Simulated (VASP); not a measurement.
# Co2Si (Pnma) in VASP: a series of runs

Co2Si is run at these levels: PBEsol; tasks: single point.

Program: VASP 6.6.1. These are calculated values, not measurements. Logs are shortened: lines on timing, memory, paths and dates and some standing lists are left out, and cuts for length are marked.

**1. The cell of the first run**

It takes space group Pnma (No. 62, orthorhombic). Conventional cell: a = 4.808 Å, b = 3.671 Å, c = 6.972 Å, α = 90.00°, β = 90.00°, γ = 90.00°. Within 3.0 Å of Co (site symmetry m) lie 5 Si at 2.30 to 2.54 Å and 8 Co at 2.44 to 2.64 Å. Co (site symmetry m) has 5 Si at 2.27 to 2.55 Å and 8 Co at 2.50 to 2.64 Å within 3.0 Å. Si (site symmetry m) has 11 Co at 2.27 to 3.15 Å and 4 Si at 3.03 to 3.14 Å within 3.2 Å.

**2. Single point, PBEsol, collinear spin, ferromagnetic start**

INCAR reads:

```
SYSTEM = Co2Si
PREC = Accurate
ENCUT = 520
EDIFF = 1E-6
ISMEAR = 0
SIGMA = 0.1
LREAL = .FALSE.
LASPH = .TRUE.
NELM = 150
ALGO = Normal
ISIF = 2
LWAVE = .FALSE.
LCHARG = .FALSE.
ISPIN = 2
MAGMOM = 0.54 0.54 0.54 0.54 0.33 0.33 0.33 0.33 0 0 0 0
LORBIT = 11
LMAXMIX = 4
GGA = PS
NBANDS = 60
```

KPOINTS reads:

```
Automatic mesh
0
G
  4 6 4
  0 0 0
```

POSCAR reads:

```
Co2Si
1.0
    4.8076611507      0.0000000000      0.0000000000
    0.0000000000      3.6714902349      0.0000000000
    0.0000000000      0.0000000000      6.9721653806
Co Si
8 4
Direct
    0.9619336849      0.7500000000      0.2188741619
    0.0380663151      0.2500000000      0.7811258381
    0.5380663151      0.2500000000      0.7188741619
    0.4619336849      0.7500000000      0.2811258381
    0.8268984532      0.7500000000      0.5648944150
    0.1731015468      0.2500000000      0.4351055850
    0.6731015468      0.2500000000      0.0648944150
    0.3268984532      0.7500000000      0.9351055850
    0.3005275078      0.7500000000      0.6051308063
    0.6994724922      0.2500000000      0.3948691937
    0.1994724922      0.2500000000      0.1051308063
    0.8005275078      0.7500000000      0.8948691937
```

Potentials or basis: VASP PAW PBE potentials, release 64 (Co, Si).

Run with:

```
> cat potpaw_PBE.64/Co/POTCAR potpaw_PBE.64/Si/POTCAR > POTCAR
> mpirun -np 1 vasp_std > vasp.out
```

OUTCAR:

```text
SYSTEM = Co2Si
   PREC = Accurate
   ENCUT = 520
   EDIFF = 1E-6
   ISMEAR = 0
   LREAL = .FALSE.
   LASPH = .TRUE.
   NELM = 150
   ISIF = 2
   ISPIN = 2
   LORBIT = 11
   GGA = PS

 ion  position               nearest neighbor table
   1  0.962  0.750  0.219-  11 2.30  11 2.30  12 2.39   4 2.44   4 2.44   5 2.50   7 2.54   7 2.54
                            10 2.54  10 2.54   6 2.58   6 2.58   8 2.64
   2  0.038  0.250  0.781-  12 2.30  12 2.30  11 2.39   3 2.44   3 2.44   6 2.50   8 2.54   8 2.54
                             9 2.54   9 2.54   5 2.58   5 2.58   7 2.64
   3  0.538  0.250  0.719-   9 2.30   9 2.30  10 2.39   2 2.44   2 2.44   7 2.50   5 2.54   5 2.54
                            12 2.54  12 2.54   8 2.58   8 2.58   6 2.64
   4  0.462  0.750  0.281-  10 2.30  10 2.30   9 2.39   1 2.44   1 2.44   8 2.50   6 2.54   6 2.54
                            11 2.54  11 2.54   7 2.58   7 2.58   5 2.64
   5  0.827  0.750  0.565-  10 2.27  10 2.27   9 2.29  12 2.30   1 2.50   3 2.54   3 2.54   9 2.55
                             2 2.58   2 2.58   6 2.64   6 2.64   4 2.64
   6  0.173  0.250  0.435-   9 2.27   9 2.27  10 2.29  11 2.30   2 2.50   4 2.54   4 2.54  10 2.55
                             1 2.58   1 2.58   5 2.64   5 2.64   3 2.64
   7  0.673  0.250  0.065-  12 2.27  12 2.27  11 2.29  10 2.30   3 2.50   1 2.54   1 2.54  11 2.55
                             4 2.58   4 2.58   8 2.64   8 2.64   2 2.64
   8  0.327  0.750  0.935-  11 2.27  11 2.27  12 2.29   9 2.30   4 2.50   2 2.54   2 2.54  12 2.55
                             3 2.58   3 2.58   7 2.64   7 2.64   1 2.64
   9  0.301  0.750  0.605-   6 2.27   6 2.27   5 2.29   3 2.30   3 2.30   8 2.30   4 2.39   2 2.54
                             2 2.54   5 2.55  10 3.03  10 3.03  12 3.14  12 3.14
  10  0.699  0.250  0.395-   5 2.27   5 2.27   6 2.29   4 2.30   4 2.30   7 2.30   3 2.39   1 2.54
                             1 2.54   6 2.55   9 3.03   9 3.03  11 3.14  11 3.14
  11  0.199  0.250  0.105-   8 2.27   8 2.27   7 2.29   1 2.30   1 2.30   6 2.30   2 2.39   4 2.54
                             4 2.54   7 2.55  12 3.03  12 3.03  10 3.14  10 3.14
  12  0.801  0.750  0.895-   7 2.27   7 2.27   8 2.29   2 2.30   2 2.30   5 2.30   1 2.39   3 2.54
                             3 2.54   8 2.55  11 3.03  11 3.03   9 3.14   9 3.14

  LATTYP: Found a simple orthorhombic cell.
 ALAT       =     3.6714902349
 B/A-ratio  =     1.3094576979
 C/A-ratio  =     1.8990014775

  Lattice vectors:

 A1 = (   0.0000000000,  -3.6714902349,   0.0000000000)
 A2 = (   4.8076611507,   0.0000000000,   0.0000000000)
 A3 = (   0.0000000000,   0.0000000000,   6.9721653806)

Analysis of symmetry for initial positions (statically):
=====================================================================
 Subroutine PRICEL returns:
 Original cell was already a primitive cell.

 Routine SETGRP: Setting up the symmetry group for a
 simple orthorhombic supercell.

 Subroutine GETGRP returns: Found  8 space group operations
 (whereof  2 operations were pure point group operations)
 out of a pool of  8 trial point group operations.

The static configuration has the point symmetry S_2 .
 The point group associated with its full space group is D_2h.

Analysis of symmetry for dynamics (positions and initial velocities):
=====================================================================
 Subroutine PRICEL returns:
 Original cell was already a primitive cell.

 Routine SETGRP: Setting up the symmetry group for a
 simple orthorhombic supercell.

 Subroutine GETGRP returns: Found  8 space group operations
 (whereof  2 operations were pure point group operations)
 out of a pool of  8 trial point group operations.

The dynamic configuration has the point symmetry S_2 .
 The point group associated with its full space group is D_2h.

Analysis of structural, dynamic, and magnetic symmetry:
=====================================================================
 Subroutine PRICEL returns:
 Original cell was already a primitive cell.

 Routine SETGRP: Setting up the symmetry group for a
 simple orthorhombic supercell.

 Subroutine GETGRP returns: Found  8 space group operations
 (whereof  2 operations were pure point group operations)
 out of a pool of  8 trial point group operations.

The overall configuration has the point symmetry S_2 .
 The point group associated with its full space group is D_2h.

 Subroutine INISYM returns: Found  8 space group operations
 (whereof  2 operations are pure point group operations),
 and found     1 'primitive' translations

----------------------------------------------------------------------------------------

[... 119 lines left out ...]
   ISYM   =      2    0-nonsym 1-usesym 2-fastsym
   POTIM  = 0.5000    time-step for ionic-motion
   TEBEG  =    0.0;   TEEND  =   0.0 temperature during run
   PSTRESS=    0.0 pullay stress
   NELECT =      88.0000    total number of electrons
   NUPDOWN=      -1.0000    fix difference up-down
   EMIN   =  10.00;   EMAX   =-10.00  energy-range for DOS
   EFERMI =   0.00;   METHOD = LEGACY
   ISMEAR =     0;   SIGMA  =   0.10  broadening in eV -4-tet -1-fermi 0-gaus
   EFERMI_NEDOS =   21; number of points for ismear=-14 and -15
   IALGO  =     38    algorithm
   IMIX   =      4    mixing-type and parameters
     AMIX     =   0.40;   BMIX     =  1.00
     AMIX_MAG =   1.60;   BMIX_MAG =  1.00
  volume/ion in A,a.u.               =      10.26        69.21
  Fermi-wavevector in a.u.,A,eV,Ry     =   1.463933  2.766432 29.158628  2.143099
  Thomas-Fermi vector in A             =   2.579969
   LORBIT       =     11    0 simple, 1 ext, 2 COOP (PROOUT), +10 PAW based schemes
   GGA     = PS    functional components
   LHFCALC =     F    Hartree Fock is set to
   AEXX    =    0.0000 exact exchange contribution
   IVDW    =     0    specifies the selected vdW correction
   LEPSILON=     F    determine dielectric tensor
   LRPA    =     F    only Hartree local field effects (RPA)
 spin polarized calculation
 Gauss-broadening in eV      SIGMA  =   0.10
  energy-cutoff  :      520.00
  volume of cell :      123.07
 maximum number of plane-waves:      3348
 NGX is ok and might be reduce to    36
   NGX = 17   NGY = 13   NGZ = 25

 number of electron      88.0000005 magnetization       1.8546274

 Free energy of the ion-electron system (eV)
  ---------------------------------------------------
  ext. energy  EPLUGINS =         0.00000000
  ---------------------------------------------------
  free energy    TOTEN  =       -91.43507577 eV

  energy without entropy =      -91.37927504  energy(sigma->0) =      -91.40717540

 E-fermi :  11.9908     XC(G=0): -13.4888

 val. band max:       11.9886997131   @ k =   0.0000   0.1667   0.2500
 cond. band min:      12.0039211263   @ k =   0.2500   0.0000   0.0000
 fundamental gap:      0.0152214132
 Fermi energy:        11.9907785627

 spin component 1

 k-point     1 :       0.0000    0.0000    0.0000
  band No.  band energies     occupation
      1      -0.5954      1.00000
      2       1.9011      1.00000
      3       2.2708      1.00000
      4       4.2686      1.00000
      5       5.7198      1.00000
      6       5.9375      1.00000
[... 1405 lines left out ...]
     55      16.5592      0.00000
     56      16.5592      0.00000

 [... further k-points ...]

 spin component 2

 k-point     1 :       0.0000    0.0000    0.0000
  band No.  band energies     occupation
      1      -0.6114      1.00000
      2       1.8804      1.00000
      3       2.2606      1.00000
      4       4.2616      1.00000
      5       5.7439      1.00000
      6       5.9791      1.00000
[... 1405 lines left out ...]
     55      16.6570      0.00000
     56      16.6570      0.00000

 [... further k-points ...]

 [bands above 56 left out]

------------------------ aborting loop because EDIFF is reached ----------------------------------------

  FORCE on cell =-STRESS in cart. coord.  units (eV):
  Direction    XX          YY          ZZ          XY          YZ          ZX
  --------------------------------------------------------------------------------------
  -------------------------------------------------------------------------------------
  Total        0.0603437      0.1768259      0.0196930      0.0000000      0.0000000      0.0000000
  in kB        0.7855949      2.3020383      0.2563765      0.0000000      0.0000000      0.0000000
  external PRESSURE =       1.1146699 kB  Pullay stress =       0.0000000 kB

 VOLUME and BASIS-vectors are now :
 -----------------------------------------------------------------------------
  energy-cutoff  :      520.00
  volume of cell :      123.07
      direct lattice vectors                 reciprocal lattice vectors
     4.807661151  0.000000000  0.000000000     0.208001348  0.000000000  0.000000000
     0.000000000  3.671490235  0.000000000     0.000000000  0.272368966  0.000000000
     0.000000000  0.000000000  6.972165381     0.000000000  0.000000000  0.143427464

 POSITION                                       TOTAL-FORCE (eV/Angst)
 -----------------------------------------------------------------------------------
      4.62465      2.75362      1.52603        -0.013445      0.000000      0.037837
      0.18301      0.91787      5.44614         0.013445     -0.000000     -0.037837
      2.58684      0.91787      5.01211         0.013445     -0.000000      0.037837
      2.22082      2.75362      1.96006        -0.013445      0.000000     -0.037837
      3.97545      2.75362      3.93854        -0.012413      0.000000      0.006218
      0.83221      0.91787      3.03363         0.012413      0.000000     -0.006218
      3.23604      0.91787      0.45245         0.012413      0.000000      0.006218
      1.57162      2.75362      6.51971        -0.012413     -0.000000     -0.006218
      1.44483      2.75362      4.21907        -0.012894     -0.000000      0.003041
      3.36283      0.91787      2.75309         0.012894      0.000000     -0.003041
      0.95900      0.91787      0.73299         0.012894      0.000000      0.003041
      3.84866      2.75362      6.23918        -0.012894      0.000000     -0.003041
 -----------------------------------------------------------------------------------
    total drift:                                0.000000      0.000000     -0.000000

  FREE ENERGIE OF THE ION-ELECTRON SYSTEM (eV)
  ---------------------------------------------------
  free  energy   TOTEN  =       -91.4350757670 eV

  energy  without entropy=      -91.3792750371  energy(sigma->0) =      -91.40717540

 total charge

# of ion       s       p       d       tot
------------------------------------------
    1        0.457   0.602   7.478   8.537
    2        0.457   0.602   7.478   8.537
    3        0.457   0.602   7.478   8.537
    4        0.457   0.602   7.478   8.537
    5        0.474   0.627   7.531   8.632
    6        0.474   0.627   7.531   8.632
    7        0.474   0.627   7.531   8.632
    8        0.474   0.627   7.531   8.632
    9        0.732   0.927   0.000   1.659
   10        0.732   0.927   0.000   1.659
   11        0.732   0.927   0.000   1.659
   12        0.732   0.927   0.000   1.659
--------------------------------------------------
tot          6.652   8.622  60.037  75.310

 magnetization (x)

# of ion       s       p       d       tot
------------------------------------------
    1       -0.001  -0.005   0.316   0.310
    2       -0.001  -0.005   0.316   0.310
    3       -0.001  -0.005   0.316   0.310
    4       -0.001  -0.005   0.316   0.310
    5       -0.002  -0.007   0.197   0.187
    6       -0.002  -0.007   0.197   0.187
    7       -0.002  -0.007   0.197   0.187
    8       -0.002  -0.007   0.197   0.187
    9       -0.002  -0.011   0.000  -0.013
   10       -0.002  -0.011   0.000  -0.013
   11       -0.002  -0.011   0.000  -0.013
   12       -0.002  -0.011   0.000  -0.013
--------------------------------------------------
tot         -0.022  -0.093   2.052   1.937
```

Run time: 6.3 min. Hardware: 1 thread of Intel Xeon 6975P-C (Granite Rapids), shared host; peak memory 0.49 GiB.

What came out:

* Free energy: -91.4351 eV
* Pressure: 0.1 GPa
* Largest force: 0.040 eV/Å
* Net moment: 1.85 μB per cell
* Site moments: Co +0.31, +0.19 (each value once); Si -0.01 μB
* Valence electrons inside the program's atomic spheres: Co 8.54, 8.63 (each value once); Si 1.66

Forces in eV/Å, atoms in the order of the input:
```
Co  -0.013  0.000  0.038
Co   0.013  0.000 -0.038
Co   0.013  0.000  0.038
Co  -0.013  0.000 -0.038
Co  -0.012  0.000  0.006
Co   0.012  0.000 -0.006
Co   0.012  0.000  0.006
Co  -0.012  0.000 -0.006
Si  -0.013  0.000  0.003
Si   0.013  0.000 -0.003
Si   0.013  0.000  0.003
Si  -0.013  0.000 -0.003
```

Caveat: the PAW data sets were made with another functional, which shifts forces and pressure a little.

**3. Single point, PBEsol, collinear spin, ferromagnetic start**

This run uses another cell than the first one, of 10.89 Å³/atom.

INCAR reads:

```
SYSTEM = Co2Si
PREC = Accurate ; ENCUT = 520
EDIFF = 1E-7 ; ISMEAR = 0
SIGMA = 0.1 ; LREAL = .False.
LASPH = .True. ; NELM = 150
ALGO = Fast ; ISIF = 2
LWAVE = .False. ; LCHARG = .False.
ISPIN = 2 ; MAGMOM = 3 3 3 3 3 3 3 3 0 0 0 0
LORBIT = 11 ; LMAXMIX = 4
GGA = PS ; NBANDS = 60
```

KPOINTS reads:

```
regular mesh
0
Gamma
  4 6 4
  0 0 0
```

POSCAR reads:

```
Co2Si
1.0
    4.9180000000      0.0000000000      0.0000000000
    0.0000000000      3.7380000000      0.0000000000
    0.0000000000      0.0000000000      7.1090000000
Co Si
8 4
Direct
    0.9620000000      0.7500000000      0.2180000000
    0.0380000000      0.2500000000      0.7820000000
    0.5380000000      0.2500000000      0.7180000000
    0.4620000000      0.7500000000      0.2820000000
    0.8260000000      0.7500000000      0.5620000000
    0.1740000000      0.2500000000      0.4380000000
    0.6740000000      0.2500000000      0.0620000000
    0.3260000000      0.7500000000      0.9380000000
    0.2980000000      0.7500000000      0.6110000000
    0.7020000000      0.2500000000      0.3890000000
    0.2020000000      0.2500000000      0.1110000000
    0.7980000000      0.7500000000      0.8890000000
```

Potentials or basis: VASP PAW PBE potentials, release 64 (Co, Si).

Run with:

```
> cat potpaw_PBE.64/Co/POTCAR potpaw_PBE.64/Si/POTCAR > POTCAR
> mpirun -np 1 vasp_std > vasp.out
```

Wall time 19 min (1 thread of Oxide Virtual Turin-like, shared host); peak memory 0.49 GiB.

Results (log left out):

| Quantity | Value |
| --- | --- |
| Free energy | -91.0940 eV |
| Pressure | -13.0 GPa |
| Largest force | 0.255 eV/Å |
| Net moment | 2.83 μB per cell |
| Site moments | Co +0.48, +0.28 (each value once); Si -0.02 μB |
| Valence electrons inside the program's atomic spheres | Co 8.40, 8.49 (each value once); Si 1.62 |

Forces on the atoms (eV/Å):
```
Co   0.001  0.000 -0.063
Co  -0.001  0.000  0.063
Co  -0.001  0.000 -0.063
Co   0.001  0.000  0.063
Co   0.018  0.000 -0.034
Co  -0.018  0.000  0.034
Co  -0.018  0.000 -0.034
Co   0.018  0.000  0.034
Si  -0.123  0.000 -0.223
Si   0.123  0.000  0.223
Si   0.123  0.000 -0.223
Si  -0.123  0.000  0.223
```

Stress tensor (GPa, compression positive):
```
-12.78   0.00   0.00
  0.00 -13.57   0.00
  0.00   0.00 -12.58
```

Levels at points of the mesh, in eV from the Fermi level:
Spin up:
```
           k point  band 42  band 43  band 44  band 45  band 46  band 47  band 48  band 49  band 50  band 51
(0.00, 0.00, 0.00)    -0.47    -0.33    -0.29    -0.19    -0.13     0.25     0.67     1.49     1.80     2.26
(0.50, 0.00, 0.00)    -0.40    -0.34    -0.34    -0.17    -0.17     2.04     2.04     2.58     2.58     3.69
(0.00, 0.50, 0.00)    -0.89    -0.55    -0.55    -0.14    -0.14    -0.13    -0.13     1.57     1.57     2.09
(0.50, 0.50, 0.00)    -0.58    -0.58    -0.58     0.07     0.07     0.07     0.07     0.85     0.85     0.85
(0.00, 0.00, 0.50)    -0.30    -0.27    -0.27    -0.17    -0.17     0.40     0.40     1.04     1.04     2.09
(0.50, 0.00, 0.50)    -0.42    -0.15    -0.15     0.33     0.33     0.95     0.95     2.60     2.60     2.76
(0.00, 0.50, 0.50)    -0.88    -0.50    -0.50    -0.16    -0.16     0.35     0.35     0.50     0.50     2.12
(0.50, 0.50, 0.50)    -0.69    -0.69    -0.69     0.12     0.12     0.12     0.12     1.33     1.33     1.33
```
Spin down:
```
           k point  band 40  band 41  band 42  band 43  band 44  band 45
(0.00, 0.00, 0.00)    -0.19    -0.16    -0.06     0.02     0.23     0.34
(0.50, 0.00, 0.00)    -0.20    -0.03    -0.03     0.06     0.06     0.35
(0.00, 0.50, 0.00)    -0.60    -0.57    -0.57    -0.14    -0.14     0.35
(0.50, 0.50, 0.00)    -0.70    -0.21    -0.21    -0.21    -0.21     0.51
(0.00, 0.00, 0.50)    -0.36     0.06     0.06     0.19     0.19     0.24
(0.50, 0.00, 0.50)    -0.16    -0.12    -0.12     0.36     0.36     0.76
(0.00, 0.50, 0.50)    -0.64    -0.54    -0.54    -0.05    -0.05     0.32
(0.50, 0.50, 0.50)    -0.74    -0.32    -0.32    -0.32    -0.32     0.57
```

Caveat: the cell stands under tension; the PAW data sets were made with another functional, which shifts forces and pressure a little.
